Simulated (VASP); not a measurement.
Input of a VASP 6.6.1 run:

File INCAR:

```
ALGO = Fast
EDIFF = 1E-6
ENCUT = 520
GGA = PE
ISIF = 2
ISMEAR = 0
LASPH = True
LCHARG = False
LREAL = Auto
LWAVE = False
NBANDS = 68
NELM = 100
PREC = Accurate
SIGMA = 0.15
```

The input KPOINTS:

```
k-points
0
Gamma
  13 13 2
```

POSCAR

```
GeSbTe3
1.0
   -4.1549290696      0.0000000000      0.0000000000
   -2.0774645348     -3.5982741252      0.0000000000
    0.0000000000      0.0000000000     31.7016984524
Ge Sb Te
3 3 9
Direct
    0.6666666667      0.6666666667      0.7516185127
    1.0000000000      0.0000000000      0.4235425212
    0.3333333333      0.3333333333      0.0954665298
    0.6666666667      0.6666666667      0.5504500997
    1.0000000000      0.0000000000      0.2223741083
    0.3333333333      0.3333333333      0.8785260912
    0.6666666667      0.6666666667      0.1603940810
    1.0000000000      0.0000000000      0.8165460639
    0.3333333333      0.3333333333      0.4884700724
    0.6666666667      0.6666666667      0.9362580434
    1.0000000000      1.0000000000      0.6081820519
    0.3333333333      0.3333333333      0.2801060605
    0.6666666667      0.6666666667      0.3759829452
    1.0000000000      0.0000000000      0.0479069537
    0.3333333333      0.3333333333      0.7040589367
```

Potentials or basis: VASP PAW PBE potentials, release 64 (Ge_d, Sb, Te).

Command:

```sh
$ cat potpaw_PBE.64/Ge_d/POTCAR potpaw_PBE.64/Sb/POTCAR potpaw_PBE.64/Te/POTCAR > POTCAR
$ mpirun -np 1 vasp_std > vasp.out
```

Task: Estimate the pressure.

Result: -0.1 GPa.

Task: Estimate the band gap on the k mesh.

Result: Zero (an odd number of electrons rules out a gap without spin polarisation).

Task: Predict the largest force.

Result: 0.043 eV/Å.

Stress tensor (GPa, compression positive):
```
-0.09  0.00  0.00
 0.00 -0.09  0.00
 0.00  0.00 -0.19
```

Caveat: the cell differs from its parent crystal (the distance across one plane changed); spin-orbit coupling is left out, which moves the levels of the heavy elements; this functional lacks dispersion, which binds layers or chains, so the pressure and a relaxed spacing across them are unreliable.
